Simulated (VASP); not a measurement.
# MnO (Fm-3m) in VASP: further runs

The runs below take MnO through single point, with PBEsol.

All numbers are computed with VASP 6.6.1; they aren't measurements. Logs are shortened: lines on timing, memory, paths and dates and some standing lists are left out, and cuts for length are marked.

**1. The cell of the first run**

The structure is cubic, space group Fm-3m (No. 225). The conventional cell has a = 4.295 Å, b = 4.295 Å, c = 4.295 Å, α = 90.00°, β = 90.00°, γ = 90.00°. Within 2.8 Å of Mn (site symmetry m-3m) lie 6 O at 2.15 Å. Within 2.8 Å of O (site symmetry m-3m) lie 6 Mn at 2.15 Å.

**2. Single point, PBEsol, collinear spin, ferromagnetic start (9.90 Å³/atom)**

File INCAR:

```
  PREC = Accurate
  ENCUT = 520
  EDIFF = 1E-7
  ISMEAR = 0
  SIGMA = 0.1
  LREAL = False
  LASPH = True
  NELM = 150
  ALGO = Normal
  ISIF = 2
  LWAVE = False
  LCHARG = True
  ISPIN = 2
  MAGMOM = 4.2 0.23
  LORBIT = 11
  LMAXMIX = 4
  GGA = PS
  LELF = True
  LVHAR = True
  NBANDS = 20
```

File KPOINTS:

```
Automatic mesh
0
Gamma
  16 16 16
```

File POSCAR:

```
MnO
1.0
    0.0000000000      2.1475465823      2.1475465823
    2.1475465823      0.0000000000      2.1475465823
    2.1475465823      2.1475465823      0.0000000000
Mn O
1 1
Direct
    0.0000000000      0.0000000000      0.0000000000
    0.5000000000      0.5000000000      0.5000000000
```

Potentials or basis: VASP PAW PBE potentials, release 64 (Mn_pv, O).

The run is started by

```bash
$ cat potpaw_PBE.64/Mn_pv/POTCAR potpaw_PBE.64/O/POTCAR > POTCAR
$ mpirun -np 1 vasp_std > vasp.out
```

OUTCAR:

```text
PREC = Accurate
   ENCUT = 520
   EDIFF = 1E-7
   ISMEAR = 0
   LREAL = False
   LASPH = True
   NELM = 150
   ISIF = 2
   ISPIN = 2
   LORBIT = 11
   GGA = PS

 ion  position               nearest neighbor table
   1  0.000  0.000  0.000-   2 2.15   2 2.15   2 2.15   2 2.15   2 2.15   2 2.15
   2  0.500  0.500  0.500-   1 2.15   1 2.15   1 2.15   1 2.15   1 2.15   1 2.15

  LATTYP: Found a face centered cubic cell.
 ALAT       =     4.2950931646

  Lattice vectors:

 A1 = (   0.0000000000,   2.1475465823,   2.1475465823)
 A2 = (   2.1475465823,   0.0000000000,   2.1475465823)
 A3 = (   2.1475465823,   2.1475465823,   0.0000000000)

Analysis of symmetry for initial positions (statically):
=====================================================================
 Subroutine PRICEL returns:
 Original cell was already a primitive cell.

 Routine SETGRP: Setting up the symmetry group for a
 face centered cubic supercell.

 Subroutine GETGRP returns: Found 48 space group operations
 (whereof 48 operations were pure point group operations)
 out of a pool of 48 trial point group operations.

The static configuration has the point symmetry O_h .

Analysis of symmetry for dynamics (positions and initial velocities):
=====================================================================
 Subroutine PRICEL returns:
 Original cell was already a primitive cell.

 Routine SETGRP: Setting up the symmetry group for a
 face centered cubic supercell.

 Subroutine GETGRP returns: Found 48 space group operations
 (whereof 48 operations were pure point group operations)
 out of a pool of 48 trial point group operations.

The dynamic configuration has the point symmetry O_h .

Analysis of structural, dynamic, and magnetic symmetry:
=====================================================================
 Subroutine PRICEL returns:
 Original cell was already a primitive cell.

 Routine SETGRP: Setting up the symmetry group for a
 face centered cubic supercell.

 Subroutine GETGRP returns: Found 48 space group operations
 (whereof 48 operations were pure point group operations)
 out of a pool of 48 trial point group operations.

The overall configuration has the point symmetry O_h .

 Subroutine INISYM returns: Found 48 space group operations
 (whereof 48 operations are pure point group operations),
 and found     1 'primitive' translations

----------------------------------------------------------------------------------------

                                     Primitive cell

  volume of cell :      19.8088

  direct lattice vectors                    reciprocal lattice vectors
     0.000000000  2.147546582  2.147546582    -0.232823821  0.232823821  0.232823821
     2.147546582  0.000000000  2.147546582     0.232823821 -0.232823821  0.232823821
     2.147546582  2.147546582  0.000000000     0.232823821  0.232823821 -0.232823821

  length of vectors
     3.037089503  3.037089503  3.037089503     0.403262686  0.403262686  0.403262686

  position of ions in fractional coordinates (direct lattice)
     0.000000000  0.000000000  0.000000000
     0.500000000  0.500000000  0.500000000

  ion indices of the primitive-cell ions
   primitive index   ion index
                 1           1
                 2           2

----------------------------------------------------------------------------------------

 KPOINTS: Automatic mesh

Automatic generation of k-mesh.
 Grid dimensions read from file:
 generate k-points for:   16   16   16

 Generating k-lattice:

  Cartesian coordinates                     Fractional coordinates (reciprocal lattice)
    -0.014551489  0.014551489  0.014551489     0.062500000  0.000000000  0.000000000
     0.014551489 -0.014551489  0.014551489     0.000000000  0.062500000  0.000000000
     0.014551489  0.014551489 -0.014551489     0.000000000  0.000000000  0.062500000

  Length of vectors
     0.025203918  0.025203918  0.025203918

  Shift w.r.t. Gamma in fractional coordinates (k-lattice)
     0.000000000  0.000000000  0.000000000

 Subroutine IBZKPT returns following result:
[... 55 lines left out ...]
     19      30.0365      0.00000
     20      31.6029      0.00000

 [... further k-points ...]

 spin component 2

 k-point     1 :       0.0000    0.0000    0.0000
  band No.  band energies     occupation
      1     -37.0946      1.00000
      2     -37.0946      1.00000
      3     -37.0946      1.00000
      4     -12.0194      1.00000
      5       4.8076      1.00000
      6       4.8076      1.00000
[... 12 lines left out ...]
     19      32.4000      0.00000
     20      32.4000      0.00000

 k-point     2 :       0.0625    0.0000    0.0000
  band No.  band energies     occupation
      1     -37.0995      1.00000
      2     -37.0952      1.00000
      3     -37.0952      1.00000
      4     -11.9785      1.00000
      5       4.5326      1.00000
      6       4.7106      1.00000
[... 12 lines left out ...]
     19      31.6426      0.00000
     20      32.7277      0.00000

 k-point     3 :       0.1250    0.0000    0.0000
  band No.  band energies     occupation
      1     -37.1136      1.00000
      2     -37.0967      1.00000
      3     -37.0967      1.00000
      4     -11.8600      1.00000
      5       3.8603      1.00000
      6       4.4573      1.00000
[... 12 lines left out ...]
     19      30.7853      0.00000
     20      33.5821      0.00000

 k-point     4 :       0.1875    0.0000    0.0000
  band No.  band energies     occupation
      1     -37.1345      1.00000
      2     -37.0991      1.00000
      3     -37.0991      1.00000
      4     -11.6772      1.00000
      5       3.0285      1.00000
      6       4.1255      1.00000
[... 429 lines left out ...]
 k-point    23 :      -0.1250    0.0625    0.0000
  band No.  band energies     occupation
      1     -37.1218      1.00000
      2     -37.1014      1.00000
      3     -37.0963      1.00000
      4     -11.7737      1.00000
      5       3.4387      1.00000
      6       4.2366      1.00000
[... 12 lines left out ...]
     19      31.6631      0.00000
     20      34.6022      0.00000

 k-point    24 :      -0.0625    0.0625    0.0000
  band No.  band energies     occupation
      1     -37.1064      1.00000
      2     -37.0980      1.00000
      3     -37.0952      1.00000
      4     -11.9122      1.00000
      5       4.1179      1.00000
      6       4.5278      1.00000
[... 12 lines left out ...]
     19      31.8445      0.00000
     20      33.5914      0.00000

 [... further k-points ...]

------------------------ aborting loop because EDIFF is reached ----------------------------------------

  FORCE on cell =-STRESS in cart. coord.  units (eV):
  Direction    XX          YY          ZZ          XY          YZ          ZX
  --------------------------------------------------------------------------------------
  -------------------------------------------------------------------------------------
  Total        0.4861672      0.4861672      0.4861672     -0.0000000      0.0000000      0.0000000
  in kB       39.3222612     39.3222612     39.3222612     -0.0000000      0.0000000      0.0000000
  external PRESSURE =      39.3222612 kB  Pullay stress =       0.0000000 kB

 VOLUME and BASIS-vectors are now :
 -----------------------------------------------------------------------------
  energy-cutoff  :      520.00
  volume of cell :       19.81
      direct lattice vectors                 reciprocal lattice vectors
     0.000000000  2.147546582  2.147546582    -0.232823821  0.232823821  0.232823821
     2.147546582  0.000000000  2.147546582     0.232823821 -0.232823821  0.232823821
     2.147546582  2.147546582  0.000000000     0.232823821  0.232823821 -0.232823821

 POSITION                                       TOTAL-FORCE (eV/Angst)
 -----------------------------------------------------------------------------------
      0.00000      0.00000      0.00000         0.000000      0.000000      0.000000
      2.14755      2.14755      2.14755         0.000000      0.000000      0.000000
 -----------------------------------------------------------------------------------
    total drift:                                0.000000     -0.000000     -0.000000

  FREE ENERGIE OF THE ION-ELECTRON SYSTEM (eV)
  ---------------------------------------------------
  free  energy   TOTEN  =       -17.2434636864 eV

  energy  without entropy=      -17.2372550310  energy(sigma->0) =      -17.24035936

 total charge

# of ion       s       p       d       tot
------------------------------------------
    1        0.223   6.216   5.046  11.485
    2        1.558   3.427   0.000   4.985
--------------------------------------------------
tot          1.782   9.642   5.046  16.470

 magnetization (x)

# of ion       s       p       d       tot
------------------------------------------
    1        0.031   0.026   3.978   4.036
    2        0.032   0.142   0.000   0.174
--------------------------------------------------
tot          0.063   0.168   3.978   4.209
```

It took 37 s on 1 thread of Intel Xeon 6975P-C (Granite Rapids), shared host; peak memory 0.21 GiB.

What came out:

```
Free energy                                           : -17.2435 eV
Pressure                                              : 3.9 GPa
Net moment                                            : 4.40 μB per cell
Site moments                                          : Mn +4.04; O +0.17 μB
Valence electrons inside the program's atomic spheres : Mn 11.48; O 4.99
```

Levels at points of the mesh, in eV from the Fermi level:
Spin up:
| k point | band 10 | band 11 | band 12 | band 13 | band 14 | band 15 |
| --- | --- | --- | --- | --- | --- | --- |
| (0.00, 0.00, 0.00) | -3.35 | -2.74 | -2.74 | -0.13 | 14.07 | 17.05 |
| (0.50, 0.00, 0.00) | -1.78 | 0.49 | 0.49 | 3.55 | 8.53 | 12.42 |
| (0.50, 0.50, 0.00) | -1.90 | -1.90 | -1.67 | 5.67 | 8.25 | 10.87 |
Spin down:
| k point | band 3 | band 4 | band 5 | band 6 | band 7 | band 8 | band 9 | band 10 | band 11 | band 12 |
| --- | --- | --- | --- | --- | --- | --- | --- | --- | --- | --- |
| (0.00, 0.00, 0.00) | -45.86 | -20.79 | -3.96 | -3.96 | -3.96 | 0.25 | 0.25 | 0.25 | 1.01 | 1.01 |
| (0.50, 0.00, 0.00) | -45.88 | -19.57 | -8.44 | -5.71 | -5.71 | 1.70 | 1.72 | 1.72 | 3.70 | 3.70 |
| (0.50, 0.50, 0.00) | -45.91 | -19.66 | -7.34 | -5.04 | -5.04 | -1.60 | 1.70 | 2.11 | 2.23 | 2.23 |

Caveat: the cell stands under pressure; the PAW data sets were made with another functional, which shifts forces and pressure a little; a cell with one magnetic atom can't hold antiferromagnetic order, which such compounds often take; semilocal functionals often make such compounds metallic where correlation or magnetic order opens a gap, which also shifts bond lengths.

**3. Single point, PBEsol, collinear spin, ferromagnetic start**

This run uses another cell than the first one, of 10.21 Å³/atom.

File INCAR:

```
PREC = Accurate
ENCUT = 520
EDIFF = 1E-6
ISMEAR = 0
SIGMA = 0.1
LREAL = F
LASPH = T
NELM = 150
ALGO = Normal
ISIF = 2
LWAVE = F
LCHARG = T
ISPIN = 2
MAGMOM = 4.42 0.25
LORBIT = 11
LMAXMIX = 4
GGA = PS
LELF = T
LVHAR = T
NBANDS = 20
```

File KPOINTS:

```
regular mesh
0
Gamma
  16 16 16
```

File POSCAR:

```
MnO
1.0
    0.0000000000      2.1694618366      2.1694618366
    2.1694618366      0.0000000000      2.1694618366
    2.1694618366      2.1694618366      0.0000000000
Mn O
1 1
Direct
    0.0000000000      0.0000000000      0.0000000000
    0.5000000000      0.5000000000      0.5000000000
```

Potentials or basis: VASP PAW PBE potentials, release 64 (Mn_pv, O).

The run is started by

```bash
$ cat potpaw_PBE.64/Mn_pv/POTCAR potpaw_PBE.64/O/POTCAR > POTCAR
$ mpirun -np 1 vasp_std > vasp.out
```

Wall time 32 s (1 thread of Intel Xeon 6975P-C (Granite Rapids), shared host); peak memory 0.21 GiB.

Results (log left out):

```yaml
Free_energy: -17.2526 eV
Pressure: 0.5 GPa
Net_moment: 4.52 μB per cell
Site_moments: Mn +4.13; O +0.18 μB
Valence_electrons_inside_the_program's_atomic_spheres: Mn 11.44; O 4.97
```

Levels at points of the mesh, in eV from the Fermi level:
Spin up:
```csv
k point,band 9,band 10,band 11,band 12,band 13,band 14,band 15,band 16
"(0.00, 0.00, 0.00)",-3.31,-3.31,-2.73,-2.73,-0.29,13.97,16.78,16.78
"(0.50, 0.00, 0.00)",-2.26,-1.81,0.41,0.41,3.48,8.26,12.21,12.21
"(0.50, 0.50, 0.00)",-2.23,-1.94,-1.94,-1.75,5.43,8.08,10.68,14.30
```
Spin down:
```csv
k point,band 3,band 4,band 5,band 6,band 7,band 8,band 9,band 10,band 11,band 12
"(0.00, 0.00, 0.00)",-45.78,-20.48,-3.78,-3.78,-3.78,0.39,0.39,0.39,0.91,1.11
"(0.50, 0.00, 0.00)",-45.79,-19.33,-8.13,-5.45,-5.45,1.76,1.79,1.79,3.68,3.68
"(0.50, 0.50, 0.00)",-45.82,-19.41,-7.07,-4.83,-4.83,-1.38,1.78,2.12,2.28,2.28
```

Caveat: the PAW data sets were made with another functional, which shifts forces and pressure a little; a cell with one magnetic atom can't hold antiferromagnetic order, which such compounds often take; semilocal functionals often make such compounds metallic where correlation or magnetic order opens a gap, which also shifts bond lengths.

**4. Single point, PBEsol, collinear spin, ferromagnetic start**

This run uses another cell than the first one, of 10.21 Å³/atom.

File INCAR:

```
SYSTEM = MnO
PREC     = Accurate       ! precision mode
ENCUT    = 520            ! plane-wave cutoff, eV
EDIFF    = 1E-6           ! SCF threshold, eV
ISMEAR   = 0              ! smearing method
SIGMA    = 0.1            ! smearing width, eV
LREAL    = .FALSE.        ! projectors in reciprocal space
LASPH    = .TRUE.         ! aspherical terms in the spheres
NELM     = 150            ! most SCF steps
ALGO     = Normal         ! electronic algorithm
ISIF     = 2              ! what is computed and relaxed
LWAVE    = .FALSE.        ! write WAVECAR
LCHARG   = .TRUE.         ! write CHGCAR
ISPIN    = 2              ! spin polarisation
MAGMOM   = 4.2 0.23       ! initial moments
LORBIT   = 11             ! projections on sites
LMAXMIX  = 4              ! l up to which the mixer works
GGA      = PS             ! functional
LELF     = .TRUE.         ! ELF
LVHAR    = .TRUE.       
NBANDS   = 20             ! bands
```

File KPOINTS:

```
regular mesh
0
G
  16 16 16
  0 0 0
```

POSCAR is that of step 3.

The run is started by

```bash
$ cat potpaw_PBE.64/Mn_pv/POTCAR potpaw_PBE.64/O/POTCAR > POTCAR
$ mpirun -np 1 vasp_std > vasp.out
```

Run time: 32 s. Hardware: 1 thread of Intel Xeon 6975P-C (Granite Rapids), shared host; peak memory 0.21 GiB.

Results (log left out):

- Free energy: -17.2526 eV
- Pressure: 0.4 GPa
- Net moment: 4.52 μB per cell
- Site moments: Mn +4.13; O +0.18 μB
- Valence electrons inside the program's atomic spheres: Mn 11.44; O 4.97

Levels at points of the mesh, in eV from the Fermi level:
Spin up:
| k point | band 8 | band 9 | band 10 | band 11 | band 12 | band 13 | band 14 | band 15 | band 16 | band 17 |
| --- | --- | --- | --- | --- | --- | --- | --- | --- | --- | --- |
| (0.00, 0.00, 0.00) | -3.31 | -3.31 | -3.31 | -2.73 | -2.73 | -0.29 | 13.97 | 16.78 | 16.78 | 16.78 |
| (0.50, 0.00, 0.00) | -2.26 | -2.26 | -1.81 | 0.41 | 0.41 | 3.48 | 8.26 | 12.21 | 12.21 | 19.32 |
| (0.50, 0.50, 0.00) | -4.50 | -2.23 | -1.94 | -1.94 | -1.75 | 5.43 | 8.08 | 10.68 | 14.30 | 14.30 |
Spin down:
```tsv
k point	band 4	band 5	band 6	band 7	band 8	band 9	band 10	band 11
(0.00, 0.00, 0.00)	-20.48	-3.78	-3.78	-3.78	0.39	0.39	0.39	0.91
(0.50, 0.00, 0.00)	-19.33	-8.13	-5.45	-5.45	1.76	1.79	1.79	3.68
(0.50, 0.50, 0.00)	-19.41	-7.07	-4.83	-4.83	-1.38	1.78	2.12	2.28
```

Caveat: the PAW data sets were made with another functional, which shifts forces and pressure a little; a cell with one magnetic atom can't hold antiferromagnetic order, which such compounds often take; semilocal functionals often make such compounds metallic where correlation or magnetic order opens a gap, which also shifts bond lengths. With open d or f shells a metallic result of PBEsol can be an artefact of self-interaction; +U or a hybrid may open a gap.

**5. Single point, PBEsol, collinear spin, ferromagnetic start (10.52 Å³/atom)**

This run uses another cell than the first one, of 10.52 Å³/atom.

File INCAR:

```
SYSTEM = MnO
ALGO = Normal ; EDIFF = 1E-6
ENCUT = 520 ; GGA = PS
ISIF = 2 ; ISMEAR = 0
ISPIN = 2 ; LASPH = .TRUE.
LCHARG = .FALSE. ; LMAXMIX = 4
LORBIT = 11 ; LREAL = .FALSE.
LWAVE = .FALSE. ; MAGMOM = 4.2 0.23
NBANDS = 20 ; NELM = 150
PREC = Accurate ; SIGMA = 0.1
```

File KPOINTS:

```
k-points
0
G
  16 16 16
  0 0 0
```

File POSCAR:

```
MnO
1.0
    0.0000000000      2.1909430537      2.1909430537
    2.1909430537      0.0000000000      2.1909430537
    2.1909430537      2.1909430537      0.0000000000
Mn O
1 1
Direct
    0.0000000000      0.0000000000      0.0000000000
    0.5000000000      0.5000000000      0.5000000000
```

The run is started by

```bash
$ cat potpaw_PBE.64/Mn_pv/POTCAR potpaw_PBE.64/O/POTCAR > POTCAR
$ mpirun -np 1 vasp_std > vasp.out
```

Wall time 31 s (1 thread of Intel Xeon 6975P-C (Granite Rapids), shared host); peak memory 0.22 GiB.

The run converged. Its results:

```
Free energy                                           : -17.2483 eV
Pressure                                              : -3.1 GPa
Net moment                                            : 4.60 μB per cell
Site moments                                          : Mn +4.20; O +0.19 μB
Valence electrons inside the program's atomic spheres : Mn 11.41; O 4.96
```

Levels at points of the mesh, in eV from the Fermi level:
Spin up:
| k point | band 9 | band 10 | band 11 | band 12 | band 13 | band 14 | band 15 | band 16 |
| --- | --- | --- | --- | --- | --- | --- | --- | --- |
| (0.00, 0.00, 0.00) | -3.26 | -3.26 | -2.71 | -2.71 | -0.42 | 13.90 | 16.54 | 16.54 |
| (0.50, 0.00, 0.00) | -2.27 | -1.83 | 0.33 | 0.33 | 3.42 | 8.02 | 12.01 | 12.01 |
| (0.50, 0.50, 0.00) | -2.24 | -1.97 | -1.97 | -1.81 | 5.22 | 7.93 | 10.51 | 13.99 |
Spin down:
| k point | band 4 | band 5 | band 6 | band 7 | band 8 | band 9 | band 10 | band 11 |
| --- | --- | --- | --- | --- | --- | --- | --- | --- |
| (0.00, 0.00, 0.00) | -20.19 | -3.61 | -3.61 | -3.61 | 0.51 | 0.51 | 0.51 | 0.82 |
| (0.50, 0.00, 0.00) | -19.11 | -7.84 | -5.21 | -5.21 | 1.81 | 1.84 | 1.84 | 3.65 |
| (0.50, 0.50, 0.00) | -19.17 | -6.82 | -4.64 | -4.64 | -1.19 | 1.83 | 2.12 | 2.31 |

Caveat: the cell stands under tension; the PAW data sets were made with another functional, which shifts forces and pressure a little; a cell with one magnetic atom can't hold antiferromagnetic order, which such compounds often take; semilocal functionals often make such compounds metallic where correlation or magnetic order opens a gap, which also shifts bond lengths. With open d or f shells a metallic result of PBEsol can be an artefact of self-interaction; +U or a hybrid may open a gap.

**6. The runs side by side**

```tsv
cell	gap on the mesh (eV)	pressure (GPa)	moment (μB)
a = 3.037 Å, angles 60.0°, 2 atoms	none	3.9	4.40
a = 3.068 Å, angles 60.0°, 2 atoms	none	0.4	4.52
a = 3.098 Å, angles 60.0°, 2 atoms	none	-3.1	4.60
```

Alike in all rows: task single point; level PBEsol; potentials or basis VASP PAW PBE potentials, release 64 (Mn_pv, O); spin collinear, ferromagnetic start; k mesh 16 × 16 × 16; cutoff (eV) 520; smearing gaussian 0.1 eV.

Caveats: the PAW data sets were made with another functional, which shifts forces and pressure a little; a cell with one magnetic atom can't hold antiferromagnetic order, which such compounds often take; semilocal functionals often make such compounds metallic where correlation or magnetic order opens a gap, which also shifts bond lengths; the cell stands under pressure (at least some runs); the cell stands under tension (at least some runs).

Total energies depend on the potentials used, so only differences within one code and one set of settings carry meaning.
